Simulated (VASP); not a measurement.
# FeO (Wuestite) (P1) in VASP: a series of runs, part 2 of 2

VASP 6.6.1.

### 3 Single point, PBE+D3(BJ)+U, collinear spin, ferromagnetic start

This run uses another cell than the first one, of 10.33 Å³/atom, 1.005 times its volume.

The input, INCAR:

```
SYSTEM = FeO
  ALGO = Normal
  EDIFF = 1E-7
  ENCUT = 520
  GGA = PE
  ISIF = 2
  ISMEAR = -1
  ISPIN = 2
  IVDW = 12
  LASPH = .True.
  LCHARG = .False.
  LDAU = .True.
  LDAUJ = 0.9 0
  LDAUL = 2 -1
  LDAUPRINT = 1
  LDAUTYPE = 1
  LDAUU = 6.9 0
  LMAXMIX = 4
  LORBIT = 11
  LREAL = .False.
  LWAVE = .False.
  MAGMOM = 3.5 0
  NBANDS = 18
  NELM = 150
  PREC = Accurate
  SIGMA = 0.05
```

The input, KPOINTS:

```
k-points
0
Gamma
  6 6 6
  0 0 0
```

The input, POSCAR:

```
FeO
1.0
   -0.0031100000      2.1552300000      2.0644500000
    2.2134800000     -0.0482100000      2.1095500000
    2.2189800000      2.2058300000     -0.0537100000
Fe O
1 1
Direct
    0.0023800000      0.9908100000      0.0022500000
    0.5002700000      0.4862600000      0.5066600000
```

Potentials or basis: VASP PAW PBE potentials, release 64 (Fe, O).

Command:

```console
$ cat potpaw_PBE.64/Fe/POTCAR potpaw_PBE.64/O/POTCAR > POTCAR
$ mpirun -np 1 vasp_std > vasp.out
```

OUTCAR:

```text
SYSTEM = FeO
   EDIFF = 1E-7
   ENCUT = 520
   GGA = PE
   ISIF = 2
   ISMEAR = -1
   ISPIN = 2
   IVDW = 12
   LASPH = .True.
   LORBIT = 11
   LREAL = .False.
   NELM = 150
   PREC = Accurate
 IVDW          = 12

 ion  position               nearest neighbor table
   1  0.002  0.991  0.002-   2 2.10   2 2.13   2 2.20   2 2.21   2 2.22   2 2.22
   2  0.500  0.486  0.507-   1 2.10   1 2.13   1 2.20   1 2.21   1 2.22   1 2.22

  LATTYP: Found a triclinic cell.
 ALAT       =     5.1841304853
 B/A-ratio  =     0.5756908278
 C/A-ratio  =     0.8556071289
 COS(alpha) =     0.0019956906
 COS(beta)  =     0.4305795197
 COS(gamma) =     0.8517213070

  Lattice vectors:

 A1 = (  -2.2252000000,   2.1046300000,   4.1826100000)
 A2 = (  -0.0031100000,   2.1552300000,   2.0644500000)
 A3 = (  -4.4355700000,  -0.0023900000,   0.0086100000)

Analysis of symmetry for initial positions (statically):
=====================================================================
 Subroutine PRICEL returns:
 Original cell was already a primitive cell.

 Routine SETGRP: Setting up the symmetry group for a
 triclinic supercell.

 Subroutine GETGRP returns: Found  1 space group operations
 (whereof  1 operations were pure point group operations)
 out of a pool of  2 trial point group operations.

The static configuration has the point symmetry C_1 .

Analysis of symmetry for dynamics (positions and initial velocities):
=====================================================================
 Subroutine PRICEL returns:
 Original cell was already a primitive cell.

 Routine SETGRP: Setting up the symmetry group for a
 triclinic supercell.

 Subroutine GETGRP returns: Found  1 space group operations
 (whereof  1 operations were pure point group operations)
 out of a pool of  2 trial point group operations.
[... 187 lines left out ...]
  o =  1.0198  v = -0.0003 -0.0052 -0.0129 -0.0026  0.9999  0.0000  0.0000  0.0000  0.0000  0.0000      0.0000  0.0000  0.0000  0.0000  0.0000  0.0000  0.0000  0.0000  0.0000  0.0000
  o =  1.0321  v =  0.0005 -0.0027 -0.9999  0.0013 -0.0129  0.0000  0.0000  0.0000  0.0000  0.0000      0.0000  0.0000  0.0000  0.0000  0.0000  0.0000  0.0000  0.0000  0.0000  0.0000

 number of electron      14.0000000 magnetization       4.0011212

 Free energy of the ion-electron system (eV)
  ---------------------------------------------------
  ext. energy  EPLUGINS =         0.00000000
  ---------------------------------------------------
  free energy    TOTEN  =       -12.34017250 eV

  energy without entropy =      -12.32645551  energy(sigma->0) =      -12.33331401

 E-fermi :   5.7922     XC(G=0): -11.9331

 val. band max:        5.7914784325   @ k =   0.3333  -0.3333   0.3333
 cond. band min:       5.7953453119   @ k =   0.3333   0.0000  -0.0000
 fundamental gap:      0.0038668794
 Fermi energy:         5.7921674034

 spin component 1

 k-point     1 :       0.0000    0.0000    0.0000
  band No.  band energies     occupation
      1     -14.3375      1.00000
      2      -1.4022      1.00000
      3      -1.3764      1.00000
      4      -1.0335      1.00000
      5      -0.4523      1.00000
      6      -0.2679      1.00000
[... 1001 lines left out ...]
     17      31.3565      0.00000
     18      34.2421      0.00000

 [... further k-points ...]

------------------------ aborting loop because EDIFF is reached ----------------------------------------

 Edisp (eV)   -0.38559

 E8    (eV) :    -0.1480

  FORCE on cell =-STRESS in cart. coord.  units (eV):
  Direction    XX          YY          ZZ          XY          YZ          ZX
  --------------------------------------------------------------------------------------
  -------------------------------------------------------------------------------------
  Total      -0.95653    -0.90755     0.00889    -0.01379     0.21702     0.04261
  in kB     -74.17816   -70.38035     0.68918    -1.06904    16.82945     3.30448
  external pressure =      -47.96 kB  Pullay stress =        0.00 kB

 VOLUME and BASIS-vectors are now :
 -----------------------------------------------------------------------------
  energy-cutoff  :      520.00
  volume of cell :       20.66
      direct lattice vectors                 reciprocal lattice vectors
    -0.003110000  2.155230000  2.064450000    -0.225106559  0.232328987  0.241506220
     2.213480000 -0.048210000  2.109550000     0.226019615 -0.221722588  0.231812877
     2.218980000  2.205830000 -0.053710000     0.224882613  0.221498642 -0.230899820

 POSITION                                       TOTAL-FORCE (eV/Angst)
 -----------------------------------------------------------------------------------
      2.19812     -0.03767      2.09496        -0.000513      0.029501     -0.107624
      2.19904      2.17236      2.03136         0.000513     -0.029501      0.107624
 -----------------------------------------------------------------------------------
    total drift:                               -0.000159      0.000055     -0.000137

  FREE ENERGIE OF THE ION-ELECTRON SYSTEM (eV)
  ---------------------------------------------------
  free  energy   TOTEN  =       -12.7257607060 eV

  energy  without entropy=      -12.7120437105  energy(sigma->0) =      -12.71890221

 total charge

# of ion       s       p       d       tot
------------------------------------------
    1        0.287   0.349   6.108   6.744
    2        1.552   3.453   0.000   5.005
--------------------------------------------------
tot          1.839   3.802   6.108  11.749

 magnetization (x)

# of ion       s       p       d       tot
------------------------------------------
    1        0.027   0.021   3.813   3.861
    2        0.016   0.143   0.000   0.159
--------------------------------------------------
tot          0.044   0.164   3.813   4.020
```

OSZICAR:

```text
N       E                     dE             d eps       ncg     rms          rms(c)
DAV:   1     0.759895697840E+02    0.75990E+02   -0.67539E+03  8690   0.906E+02
DAV:   2    -0.909970901952E+01   -0.85089E+02   -0.71757E+02  8364   0.205E+02
DAV:   3    -0.143012329357E+02   -0.52015E+01   -0.51390E+01  9374   0.559E+01
DAV:   4    -0.143377363207E+02   -0.36503E-01   -0.36489E-01  9658   0.450E+00
[... 44 lines left out ...]
DAV:  49    -0.123401718291E+02   -0.65371E-06   -0.45277E-05  9648   0.377E-02    0.366E-03
DAV:  50    -0.123401724450E+02   -0.61596E-06   -0.10255E-05 10358   0.188E-02    0.182E-03
DAV:  51    -0.123401724369E+02    0.81482E-08   -0.10825E-05  8896   0.154E-02    0.115E-03
DAV:  52    -0.123401725009E+02   -0.64057E-07   -0.11480E-06  8834   0.545E-03    0.400E-04
DAV:  53    -0.123401725049E+02   -0.39608E-08   -0.34070E-07  5606   0.312E-03
   1 F= -.12725761E+02 E0= -.12718902E+02  d E =-.137170E-01  mag=     4.0011
```

Wall time 3.5 min (1 thread of Intel Xeon 6975P-C (Granite Rapids), shared host); peak memory 0.21 GiB.

What came out:

| Quantity | Value |
| --- | --- |
| Free energy | -12.7258 eV |
| Pressure | -4.8 GPa |
| Largest force | 0.112 eV/Å |
| Band gap on the k mesh | zero (filled and empty bands overlap) |
| Net moment | 4.00 μB per cell |
| Site moments | Fe +3.86; O +0.16 μB |
| Valence electrons inside the program's atomic spheres | Fe 6.74; O 5.00 |
| Dispersion energy per atom | -0.193 eV |

Forces on the atoms (eV/Å):
```
Fe  -0.001  0.030 -0.108
O    0.001 -0.030  0.108
```

Eigenvalues of the final occupation matrices:
| site | spin | trace | eigenvalues |
| --- | --- | --- | --- |
| site 1 d | 1 | 4.98 | 0.97 0.97 0.98 1.02 1.03 |
| site 1 d | 2 | 1.16 | 0.03 0.07 0.09 0.44 0.52 |

Caveat: the k points lie up to 0.42 Å⁻¹ apart; three body term missing; a cell with one magnetic atom can't hold antiferromagnetic order, which such compounds often take; pairwise dispersion overbinds metals, which lowers pressure and volume. The state reached can hang on the start; a lower one may exist.

### 4 Single point, PBE+D3(BJ)+U, collinear spin, ferromagnetic start

This run uses another cell than the first one, of 10.33 Å³/atom, 1.005 times its volume.

The input, INCAR:

```
SYSTEM = FeO
  PREC = Accurate
  ENCUT = 520
  EDIFF = 1E-6
  ISMEAR = -1
  SIGMA = 0.05
  LREAL = .FALSE.
  LASPH = .TRUE.
  NELM = 150
  ALGO = Normal
  ISIF = 2
  LWAVE = .FALSE.
  LCHARG = .FALSE.
  ISPIN = 2
  MAGMOM = 3.5 0
  LORBIT = 11
  LMAXMIX = 4
  LDAU = .TRUE.
  LDAUTYPE = 1
  LDAUL = 2 -1
  LDAUU = 6.9 0
  LDAUJ = 0.9 0
  LDAUPRINT = 1
  GGA = PE
  IVDW = 12
  NBANDS = 18
```

The input, KPOINTS:

```
regular mesh
0
G
  6 6 6
  0 0 0
```

Edit POSCAR of step 3 so:

```diff
@@ -9,2 +9,2 @@
     0.0023800000      0.9908100000      0.0022500000
-    0.5002700000      0.4862600000      0.5066600000
+    0.5012360249      0.4871872515      0.5057364007
```

Command:

```console
$ cat potpaw_PBE.64/Fe/POTCAR potpaw_PBE.64/O/POTCAR > POTCAR
$ mpirun -np 1 vasp_std > vasp.out
```

Run time: 3.2 min. Hardware: 1 thread of Intel Xeon 6975P-C (Granite Rapids), shared host; peak memory 0.21 GiB.

The run converged. Its results:

- Free energy: -12.7261 eV
- Pressure: -4.8 GPa
- Largest force: 0.083 eV/Å
- Band gap on the k mesh: zero (filled and empty bands overlap)
- Net moment: 4.00 μB per cell
- Site moments: Fe +3.86; O +0.16 μB
- Valence electrons inside the program's atomic spheres: Fe 6.74; O 5.00
- Dispersion energy per atom: -0.193 eV

Forces in eV/Å, atoms in the order of the input:
```
Fe  -0.001  0.027 -0.078
O    0.001 -0.027  0.078
```

Stress tensor (GPa, compression positive):
```
-7.42 -0.11  0.33
-0.11 -7.04  1.68
 0.33  1.68  0.04
```

Levels at points of the mesh, in eV from the Fermi level:
Spin up:
```csv
k point,band 5,band 6,band 7,band 8,band 9,band 10,band 11,band 12,band 13,band 14
"(0.00, 0.00, 0.00)",-6.24,-6.06,-3.46,-3.28,-3.15,0.10,13.98,15.12,15.48,15.65
"(0.50, 0.00, 0.00)",-6.53,-5.72,-4.26,-1.71,-1.44,4.02,8.50,11.66,12.55,17.62
"(0.00, 0.50, 0.00)",-5.87,-5.72,-4.69,-1.80,-1.46,4.21,8.06,12.09,13.44,17.83
"(0.50, 0.50, 0.00)",-5.91,-5.83,-5.15,-4.58,-4.56,5.09,8.69,9.16,14.04,14.31
"(0.00, 0.00, 0.50)",-5.86,-5.73,-4.72,-1.80,-1.46,4.24,8.00,12.16,13.51,17.87
"(0.50, 0.00, 0.50)",-5.95,-5.83,-5.13,-4.54,-4.30,5.06,8.64,9.13,14.17,15.15
"(0.00, 0.50, 0.50)",-6.31,-5.97,-5.46,-4.66,-4.11,5.04,8.55,9.63,14.10,15.35
"(0.50, 0.50, 0.50)",-6.52,-5.71,-4.26,-1.71,-1.44,4.00,8.53,11.65,12.47,17.59
```
Spin down:
```tsv
k point	band 2	band 3	band 4	band 5	band 6	band 7	band 8	band 9
(0.00, 0.00, 0.00)	-3.18	-2.96	-2.82	-1.13	-0.60	0.86	2.18	2.49
(0.50, 0.00, 0.00)	-7.56	-4.64	-4.37	0.39	0.76	3.43	4.44	4.48
(0.00, 0.50, 0.00)	-7.51	-4.28	-4.05	-0.07	0.36	3.45	4.48	4.71
(0.50, 0.50, 0.00)	-6.43	-4.24	-4.22	-1.41	0.11	2.90	3.45	3.74
(0.00, 0.00, 0.50)	-7.52	-4.24	-4.05	-0.07	0.34	3.42	4.47	4.74
(0.50, 0.00, 0.50)	-6.54	-4.24	-3.95	-1.28	0.12	2.71	3.33	3.80
(0.00, 0.50, 0.50)	-6.58	-4.33	-3.77	-2.08	0.58	3.02	3.58	3.91
(0.50, 0.50, 0.50)	-7.55	-4.65	-4.37	0.40	0.76	3.45	4.45	4.47
```

Eigenvalues of the final occupation matrices:
```
    site  spin  trace               eigenvalues
site 1 d     1   4.98  0.97 0.97 0.98 1.02 1.03
site 1 d     2   1.16  0.03 0.07 0.09 0.44 0.52
```

Caveat: the k points lie up to 0.42 Å⁻¹ apart; three body term missing; a cell with one magnetic atom can't hold antiferromagnetic order, which such compounds often take; pairwise dispersion overbinds metals, which lowers pressure and volume. The state reached can hang on the start; a lower one may exist.

### 5 Single point, PBE+D3(BJ)+U, collinear spin, ferromagnetic start

This run uses another cell than the first one, of 10.33 Å³/atom, 1.005 times its volume.

The input, INCAR:

```
PREC = Accurate ; ENCUT = 520
EDIFF = 1E-6 ; ISMEAR = -1
SIGMA = 0.05 ; LREAL = False
LASPH = True ; NELM = 150
ALGO = Normal ; ISIF = 2
LWAVE = False ; LCHARG = False
ISPIN = 2 ; MAGMOM = 3.5 0
LORBIT = 11 ; LMAXMIX = 4
LDAU = True ; LDAUTYPE = 1
LDAUL = 2 -1 ; LDAUU = 6.9 0
LDAUJ = 0.9 0 ; LDAUPRINT = 1
GGA = PE ; IVDW = 12
NBANDS = 18
```

The input, KPOINTS:

```
regular mesh
0
Gamma
  6 6 6
```

Edit POSCAR of step 4 so:

```diff
@@ -9,2 +9,2 @@
     0.0023800000      0.9908100000      0.0022500000
-    0.5012360249      0.4871872515      0.5057364007
+    0.4993039751      0.4853327485      0.5075835993
```

Potentials or basis: VASP PAW PBE potentials, release 64 (Fe, O).

Command:

```console
$ cat potpaw_PBE.64/Fe/POTCAR potpaw_PBE.64/O/POTCAR > POTCAR
$ mpirun -np 1 vasp_std > vasp.out
```

OUTCAR:

```text
PREC = Accurate
   ENCUT = 520
   EDIFF = 1E-6
   ISMEAR = -1
   LREAL = False
   LASPH = True
   NELM = 150
   ISIF = 2
   ISPIN = 2
   LORBIT = 11
   GGA = PE
   IVDW = 12
 IVDW          = 12

 ion  position               nearest neighbor table
   1  0.002  0.991  0.002-   2 2.10   2 2.13   2 2.20   2 2.21   2 2.22   2 2.22
   2  0.499  0.485  0.508-   1 2.10   1 2.13   1 2.20   1 2.21   1 2.22   1 2.22

  LATTYP: Found a triclinic cell.
 ALAT       =     5.1841304853
 B/A-ratio  =     0.5756908278
 C/A-ratio  =     0.8556071289
 COS(alpha) =     0.0019956906
 COS(beta)  =     0.4305795197
 COS(gamma) =     0.8517213070

  Lattice vectors:

 A1 = (  -2.2252000000,   2.1046300000,   4.1826100000)
 A2 = (  -0.0031100000,   2.1552300000,   2.0644500000)
 A3 = (  -4.4355700000,  -0.0023900000,   0.0086100000)

Analysis of symmetry for initial positions (statically):
=====================================================================
 Subroutine PRICEL returns:
[... 237 lines left out ...]
      5      -0.4524      1.00000
      6      -0.2681      1.00000
[... 1001 lines left out ...]
     17      31.3562      0.00000
     18      34.2426      0.00000

 [... further k-points ...]

------------------------ aborting loop because EDIFF is reached ----------------------------------------

 Edisp (eV)   -0.38559

 E8    (eV) :    -0.1480

  FORCE on cell =-STRESS in cart. coord.  units (eV):
  Direction    XX          YY          ZZ          XY          YZ          ZX
  --------------------------------------------------------------------------------------
  -------------------------------------------------------------------------------------
  Total      -0.95597    -0.90689     0.01453    -0.01435     0.21758     0.04260
  in kB     -74.13494   -70.32898     1.12645    -1.11277    16.87319     3.30360
  external pressure =      -47.78 kB  Pullay stress =        0.00 kB

 VOLUME and BASIS-vectors are now :
 -----------------------------------------------------------------------------
  energy-cutoff  :      520.00
  volume of cell :       20.66
      direct lattice vectors                 reciprocal lattice vectors
    -0.003110000  2.155230000  2.064450000    -0.225106559  0.232328987  0.241506220
     2.213480000 -0.048210000  2.109550000     0.226019615 -0.221722588  0.231812877
     2.218980000  2.205830000 -0.053710000     0.224882613  0.221498642 -0.230899820

 POSITION                                       TOTAL-FORCE (eV/Angst)
 -----------------------------------------------------------------------------------
      2.19812     -0.03767      2.09496        -0.000463      0.031840     -0.137088
      2.19904      2.17236      2.02736         0.000463     -0.031840      0.137088
 -----------------------------------------------------------------------------------
    total drift:                               -0.000154      0.000033     -0.000150

  FREE ENERGIE OF THE ION-ELECTRON SYSTEM (eV)
  ---------------------------------------------------
  free  energy   TOTEN  =       -12.7252715340 eV

  energy  without entropy=      -12.7115547009  energy(sigma->0) =      -12.71841312

 total charge

# of ion       s       p       d       tot
------------------------------------------
    1        0.287   0.349   6.108   6.744
    2        1.552   3.453   0.000   5.005
--------------------------------------------------
tot          1.839   3.802   6.108  11.749

 magnetization (x)

# of ion       s       p       d       tot
------------------------------------------
    1        0.027   0.021   3.813   3.861
    2        0.016   0.143   0.000   0.159
--------------------------------------------------
tot          0.044   0.164   3.813   4.020
```

stdout:

```text
POSCAR found type information on POSCAR FeO
 POSCAR found :  2 types and       2 ions
 scaLAPACK will be used
 LDA part: xc-table for (Slater+PW92), standard interpolation
 POSCAR, INCAR and KPOINTS ok, starting setup
 FFT: planning ... GRIDC
 FFT: planning ... GRID_SOFT
 FFT: planning ... GRID
 WAVECAR not read
 entering main loop
```

Run time: 3.6 min. Hardware: 1 thread of Intel Xeon 6975P-C (Granite Rapids), shared host; peak memory 0.21 GiB.

What came out:

```yaml
Free_energy: -12.7253 eV
Pressure: -4.8 GPa
Largest_force: 0.141 eV/Å
Band_gap_on_the_k_mesh: zero (filled and empty bands overlap)
Net_moment: 4.00 μB per cell
Site_moments: Fe +3.86; O +0.16 μB
Valence_electrons_inside_the_program's_atomic_spheres: Fe 6.74; O 5.00
Dispersion_energy_per_atom: -0.193 eV
```

Forces in eV/Å, atoms in the order of the input:
```
Fe   0.000  0.032 -0.137
O    0.000 -0.032  0.137
```

Eigenvalues of the final occupation matrices:
```csv
site,spin,trace,eigenvalues
site 1 d,1,4.98,0.97 0.97 0.98 1.02 1.03
site 1 d,2,1.16,0.03 0.07 0.09 0.44 0.52
```

Caveat: the k points lie up to 0.42 Å⁻¹ apart; three body term missing; a cell with one magnetic atom can't hold antiferromagnetic order, which such compounds often take; pairwise dispersion overbinds metals, which lowers pressure and volume.
